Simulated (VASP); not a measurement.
Runs of VASP 6.6.1 on Sb. The structure is that of space group P4/mmm (No. 123), or close to it. The cells are those of the table. 

```tsv
cell	gap on the mesh (eV)	pressure (GPa)
a = 3.160, b = 3.515 Å, 1 atom	none	(a)
a = 3.160, b = 3.575 Å, 1 atom	none	(b)
a = 3.160, b = 2.804 Å, 1 atom	none	3.9
a = 3.160, b = 3.634 Å, 1 atom	none	-7.4
a = 3.160, b = 2.686 Å, 1 atom	none	10.0
```

Alike in all rows: task single point; level PBEsol; potentials or basis VASP PAW PBE potentials, release 64 (Sb); no spin polarisation; k mesh 16 × 16 × 16; cutoff (eV) 520; smearing gaussian 0.15 eV.

Problem. Fill in the values left out.

Solution. (a) -7.1; (b) -7.3.

Caveats: the PAW data sets were made with another functional, which shifts forces and pressure a little; spin-orbit coupling is left out, which moves the levels of the heavy elements.

A k mesh can miss the band edges, and the runs leave out spin-orbit coupling on Sb.

A gap of «none» marks levels without a gap at the run's occupations.
